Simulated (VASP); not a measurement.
# AlN (Cmc2_1) in VASP: further runs, part 2 of 2

VASP 6.6.1. Earlier steps stand in the parts before.

**3. Single point, PBEsol**

This run uses another cell than the first one, of 10.93 Å³/atom, 1.020 times its volume.

File INCAR:

```
SYSTEM = AlN
PREC     = Accurate       ! precision mode
ENCUT    = 600            ! plane-wave cutoff, eV
EDIFF    = 1E-6           ! SCF threshold, eV
ISMEAR   = 0              ! smearing method
SIGMA    = 0.02           ! smearing width, eV
LREAL    = .False.        ! projectors in reciprocal space
LASPH    = .True.         ! aspherical terms in the spheres
NELM     = 120            ! most SCF steps
ALGO     = Normal         ! electronic algorithm
ISIF     = 2              ! what is computed and relaxed
LWAVE    = .False.        ! write WAVECAR
LCHARG   = .True.         ! write CHGCAR
GGA      = PS             ! functional
LELF     = .True.         ! ELF
LVHAR    = .True.       
NBANDS   = 16             ! bands
GGA_COMPAT= .False.
```

File KPOINTS:

```
regular mesh
0
Gamma
  10 6 10
  0 0 0
```

File POSCAR:

```
AlN
1.0
    3.1825784856      0.0000000000      0.0000000000
    0.0000000000      5.1854260791      0.0000000000
    1.5912892428      0.0000000000      2.6500831963
Al N
2 2
Direct
    0.3322976679     -0.0019360196      0.3354046642
    0.6677023321      0.4980639804      0.6645953358
    0.3295596887      0.6219360196      0.3408806226
    0.6704403113      0.1219360196      0.6591193774
```

Potentials or basis: VASP PAW PBE potentials, release 64 (Al, N).

Run with:

```bash
$ cat potpaw_PBE.64/Al/POTCAR potpaw_PBE.64/N/POTCAR > POTCAR
$ mpirun -np 1 vasp_std > vasp.out
```

OUTCAR:

```text
SYSTEM = AlN
   PREC = Accurate
   ENCUT = 600
   EDIFF = 1E-6
   ISMEAR = 0
   LREAL = .False.
   LASPH = .True.
   NELM = 120
   ISIF = 2
   GGA = PS

 ion  position               nearest neighbor table
   1  0.332  0.998  0.335-   4 1.90   4 1.92   4 1.92   3 1.95   2 3.14   2 3.14   2 3.16   2 3.16
                             2 3.16   2 3.16
   2  0.668  0.498  0.665-   3 1.90   3 1.92   3 1.92   4 1.95   1 3.14   1 3.14   1 3.16   1 3.16
                             1 3.16   1 3.16
   3  0.330  0.622  0.341-   2 1.90   2 1.92   2 1.92   1 1.95
   4  0.670  0.122  0.659-   1 1.90   1 1.92   1 1.92   2 1.95

  LATTYP: Found a base centered orthorhombic cell.
 ALAT       =     3.1825784856
 B/A-ratio  =     1.6653686363
 C/A-ratio  =     1.6293160098

  Lattice vectors:

 A1 = (   1.5912892428,   0.0000000000,   2.6500831963)
 A2 = (   1.5912892428,   0.0000000000,  -2.6500831963)
 A3 = (   0.0000000000,   5.1854260791,   0.0000000000)

Analysis of symmetry for initial positions (statically):
=====================================================================
 Subroutine PRICEL returns:
 Original cell was already a primitive cell.

 Routine SETGRP: Setting up the symmetry group for a
 base centered orthorhombic supercell.

[... 180 lines left out ...]
 k-point     1 :       0.0000    0.0000    0.0000
  band No.  band energies     occupation
      1      -9.2599      2.00000
      2      -7.3609      2.00000
      3      -0.3533      2.00000
      4       4.8067      2.00000
      5       5.1289      2.00000
      6       5.3977      2.00000
[... 433 lines left out ...]
      3       0.1186      2.00000
      4       0.1186      2.00000
      5       4.1488      2.00000
      6       4.1488      2.00000
[... 8 lines left out ...]
     15      18.5877      0.00000
     16      18.5877      0.00000

 [... further k-points ...]

------------------------ aborting loop because EDIFF is reached ----------------------------------------

  FORCE on cell =-STRESS in cart. coord.  units (eV):
  Direction    XX          YY          ZZ          XY          YZ          ZX
  --------------------------------------------------------------------------------------
  -------------------------------------------------------------------------------------
  Total       -2.5480304     -4.0438610     -0.0465543      0.0000000      0.0000000      0.0000000
  in kB      -93.3452241   -148.1438843     -1.7054834      0.0000000      0.0000000      0.0000000
  external PRESSURE =     -81.0648639 kB  Pullay stress =       0.0000000 kB

 VOLUME and BASIS-vectors are now :
 -----------------------------------------------------------------------------
  energy-cutoff  :      600.00
  volume of cell :       43.73
      direct lattice vectors                 reciprocal lattice vectors
     3.182578486  0.000000000  0.000000000     0.314210633  0.000000000 -0.188673322
     0.000000000  5.185426079  0.000000000     0.000000000  0.192848183  0.000000000
     1.591289243  0.000000000  2.650083196     0.000000000  0.000000000  0.377346644

 POSITION                                       TOTAL-FORCE (eV/Angst)
 -----------------------------------------------------------------------------------
      1.59129      5.17539      0.88885        -0.000000     -0.002354      0.002667
      3.18258      2.58267      1.76123         0.000000     -0.002354     -0.002667
      1.59129      3.22500      0.90336        -0.000000      0.002354      0.002651
      3.18258      0.63229      1.74672         0.000000      0.002354     -0.002651
 -----------------------------------------------------------------------------------
    total drift:                               -0.000000     -0.000329     -0.000001

  FREE ENERGIE OF THE ION-ELECTRON SYSTEM (eV)
  ---------------------------------------------------
  free  energy   TOTEN  =       -31.2107511515 eV

  energy  without entropy=      -31.2107511515  energy(sigma->0) =      -31.21075115
```

stdout:

```text
POSCAR found type information on POSCAR AlN
 POSCAR found :  2 types and       4 ions
 scaLAPACK will be used
 -----------------------------------------------------------------------------
|                                                                             |
|                                                                             |
|     You enforced a specific xc type in the INCAR file but a different       |
|     I HOPE YOU KNOW WHAT YOU ARE DOING!                                     |
|                                                                             |
 -----------------------------------------------------------------------------

 LDA part: xc-table for (Slater+PW92), standard interpolation
 POSCAR, INCAR and KPOINTS ok, starting setup
 FFT: planning ... GRIDC
 FFT: planning ... GRID_SOFT
 FFT: planning ... GRID
 WAVECAR not read
 entering main loop
```

It took 96 s on 1 thread of Intel Xeon 6975P-C, shared host; peak memory 0.23 GiB.

Results:

```yaml
Free_energy: -31.2108 eV
Pressure: -8.1 GPa
Largest_force: 0.004 eV/Å
Band_gap_on_the_k_mesh: 3.65 eV, direct
```

Forces in eV/Å, atoms in the order of the input:
```
Al   0.000 -0.002  0.003
Al   0.000 -0.002 -0.003
N    0.000  0.002  0.003
N    0.000  0.002 -0.003
```

Stress tensor (GPa, compression positive):
```
 -9.33   0.00   0.00
  0.00 -14.81   0.00
  0.00   0.00  -0.17
```

Levels at points of the mesh, in eV from the valence-band top:
```
           k point  band 6  band 7  band 8  band 9  band 10  band 11
(0.00, 0.00, 0.00)   -0.24   -0.22    0.00    3.65     6.46     9.87
(0.50, 0.00, 0.00)   -1.87   -1.72   -0.55    5.38     5.85     7.80
(0.00, 0.50, 0.00)   -0.54   -0.26   -0.26    6.06     6.06     9.63
(0.50, 0.50, 0.00)   -1.49   -1.19   -1.19    4.89     4.89     8.95
(0.00, 0.00, 0.50)   -2.17   -1.71   -0.90    5.15     5.35     7.45
(0.00, 0.50, 0.50)   -1.60   -1.47   -1.47    4.84     4.84     8.65
```

Caveat: the PAW data sets were made with another functional, which shifts forces and pressure a little. A hybrid or GW would open this gap; PBEsol tends to underestimate it.

**4. Single point, PBEsol**

This run uses another cell than the first one, of 10.93 Å³/atom, 1.020 times its volume.

File INCAR:

```
  PREC = Accurate
  ENCUT = 600
  EDIFF = 1E-6
  ISMEAR = 0
  SIGMA = 0.02
  LREAL = False
  LASPH = True
  NELM = 120
  ALGO = Normal
  ISIF = 2
  LWAVE = False
  LCHARG = False
  GGA = PS
  NBANDS = 16
  GGA_COMPAT = False
```

File KPOINTS:

```
regular mesh
0
Gamma
  10 6 10
```

POSCAR is that of step 3.

Potentials or basis: VASP PAW PBE potentials, release 64 (Al, N).

Run with:

```bash
$ cat potpaw_PBE.64/Al/POTCAR potpaw_PBE.64/N/POTCAR > POTCAR
$ mpirun -np 1 vasp_std > vasp.out
```

OUTCAR:

```text
PREC = Accurate
   ENCUT = 600
   EDIFF = 1E-6
   ISMEAR = 0
   LREAL = False
   LASPH = True
   NELM = 120
   ISIF = 2
   GGA = PS

 ion  position               nearest neighbor table
   1  0.332  0.998  0.335-   4 1.90   4 1.92   4 1.92   3 1.95   2 3.14   2 3.14   2 3.16   2 3.16
                             2 3.16   2 3.16
   2  0.668  0.498  0.665-   3 1.90   3 1.92   3 1.92   4 1.95   1 3.14   1 3.14   1 3.16   1 3.16
                             1 3.16   1 3.16
   3  0.330  0.622  0.341-   2 1.90   2 1.92   2 1.92   1 1.95
   4  0.670  0.122  0.659-   1 1.90   1 1.92   1 1.92   2 1.95

  LATTYP: Found a base centered orthorhombic cell.
 ALAT       =     3.1825784856
 B/A-ratio  =     1.6653686363
 C/A-ratio  =     1.6293160098

  Lattice vectors:

 A1 = (   1.5912892428,   0.0000000000,   2.6500831963)
 A2 = (   1.5912892428,   0.0000000000,  -2.6500831963)
 A3 = (   0.0000000000,   5.1854260791,   0.0000000000)

Analysis of symmetry for initial positions (statically):
=====================================================================
 Subroutine PRICEL returns:
 Original cell was already a primitive cell.

[... 179 lines left out ...]
 cond. band min:       9.2879849995   @ k =   0.0000   0.0000   0.0000
 fundamental gap:      3.6501087728
 Fermi energy:         5.7281628473

 k-point     1 :       0.0000    0.0000    0.0000
  band No.  band energies     occupation
      1      -9.2599      2.00000
      2      -7.3609      2.00000
      3      -0.3533      2.00000
      4       4.8067      2.00000
      5       5.1289      2.00000
      6       5.3977      2.00000
[... 433 lines left out ...]
      3       0.1186      2.00000
      4       0.1186      2.00000
      5       4.1488      2.00000
      6       4.1488      2.00000
[... 8 lines left out ...]
     15      18.5877      0.00000
     16      18.5877      0.00000

 [... further k-points ...]

------------------------ aborting loop because EDIFF is reached ----------------------------------------

  FORCE on cell =-STRESS in cart. coord.  units (eV):
  Direction    XX          YY          ZZ          XY          YZ          ZX
  --------------------------------------------------------------------------------------
  -------------------------------------------------------------------------------------
  Total       -2.5480304     -4.0438610     -0.0465543      0.0000000      0.0000000      0.0000000
  in kB      -93.3452241   -148.1438843     -1.7054834      0.0000000      0.0000000      0.0000000
  external PRESSURE =     -81.0648639 kB  Pullay stress =       0.0000000 kB

 VOLUME and BASIS-vectors are now :
 -----------------------------------------------------------------------------
  energy-cutoff  :      600.00
  volume of cell :       43.73
      direct lattice vectors                 reciprocal lattice vectors
     3.182578486  0.000000000  0.000000000     0.314210633  0.000000000 -0.188673322
     0.000000000  5.185426079  0.000000000     0.000000000  0.192848183  0.000000000
     1.591289243  0.000000000  2.650083196     0.000000000  0.000000000  0.377346644

 POSITION                                       TOTAL-FORCE (eV/Angst)
 -----------------------------------------------------------------------------------
      1.59129      5.17539      0.88885        -0.000000     -0.002354      0.002667
      3.18258      2.58267      1.76123         0.000000     -0.002354     -0.002667
      1.59129      3.22500      0.90336        -0.000000      0.002354      0.002651
      3.18258      0.63229      1.74672         0.000000      0.002354     -0.002651
 -----------------------------------------------------------------------------------
    total drift:                               -0.000000     -0.000329     -0.000001

  FREE ENERGIE OF THE ION-ELECTRON SYSTEM (eV)
  ---------------------------------------------------
  free  energy   TOTEN  =       -31.2107511515 eV

  energy  without entropy=      -31.2107511515  energy(sigma->0) =      -31.21075115
```

Wall time 88 s (1 thread of Intel Xeon 6975P-C, shared host); peak memory 0.23 GiB.

What came out:

- Free energy: -31.2108 eV
- Pressure: -8.1 GPa
- Largest force: 0.004 eV/Å
- Band gap on the k mesh: 3.65 eV, direct

Forces in eV/Å, atoms in the order of the input:
```
Al   0.000 -0.002  0.003
Al   0.000 -0.002 -0.003
N    0.000  0.002  0.003
N    0.000  0.002 -0.003
```

Levels at points of the mesh, in eV from the valence-band top:
```tsv
k point	band 6	band 7	band 8	band 9	band 10	band 11
(0.00, 0.00, 0.00)	-0.24	-0.22	0.00	3.65	6.46	9.87
(0.50, 0.00, 0.00)	-1.87	-1.72	-0.55	5.38	5.85	7.80
(0.00, 0.50, 0.00)	-0.54	-0.26	-0.26	6.06	6.06	9.63
(0.50, 0.50, 0.00)	-1.49	-1.19	-1.19	4.89	4.89	8.95
(0.00, 0.00, 0.50)	-2.17	-1.71	-0.90	5.15	5.35	7.45
(0.00, 0.50, 0.50)	-1.60	-1.47	-1.47	4.84	4.84	8.65
```

Caveat: the PAW data sets were made with another functional, which shifts forces and pressure a little.
